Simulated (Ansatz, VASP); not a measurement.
## Two plane-wave programs on InP

Contents of INCAR:

```
SYSTEM = InP
ALGO = Normal ; EDIFF = 1E-7
ENCUT = 520 ; GGA = PE
ISIF = 2 ; ISMEAR = 0
LASPH = .True. ; LCHARG = .True.
LELF = .True. ; LREAL = .False.
LVHAR = .True. ; LWAVE = .False.
NBANDS = 16 ; NELM = 60
PREC = Accurate ; SIGMA = 0.02
```

KPOINTS

```
k-points
0
Gamma
  10 10 10
  0 0 0
```

File POSCAR:

```
InP
1.0
    0.0000000000      3.0762300545      3.0762300545
    3.0762300545      0.0000000000      3.0762300545
    3.0762300545      3.0762300545      0.0000000000
In P
1 1
Direct
    0.0000000000      0.0000000000      0.0000000000
    0.2500000000      0.2500000000      0.2500000000
```

Input for Ansatz:

```yaml
crystal:
  lattice:
    - [0.0, 3.0762300545, 3.0762300545]
    - [3.0762300545, 0.0, 3.0762300545]
    - [3.0762300545, 3.0762300545, 0.0]
  atoms:
    - { symbol: In, position: [0.0, 0.0, 0.0] }
    - { symbol: P, position: [0.25, 0.25, 0.25] }
basis:
  ecutwfc: 420
kpoints:
  mp_grid: { grid: [10, 10, 10] }
hamiltonian:
  xc: pbe
scf:
  occupations: { method: gaussian, width: 0.02 }
output:
  forces: true
  stress: true
  eigenvalues: true
```

Alike in both runs: task single point; functional PBE; k mesh 10 × 10 × 10; occupations gaussian, width 0.02 eV; no spin polarisation.

```csv
,VASP,Ansatz
version,VASP 6.6.1,Ansatz 0.2.0
potentials or method,"VASP PAW PBE potentials, release 64 (In_d, P), cutoff 520 eV","scalar-relativistic, plane waves, PAW"
valence electrons in the cell,18,18
```

```csv
,VASP,Ansatz,Ansatz less VASP
gap on the k mesh at the Fermi level (eV),none,none,-
pressure (GPa),-4.5,-4.5,+0.03
```

A gap of «none» marks a metal or a gap that the smearing closes.
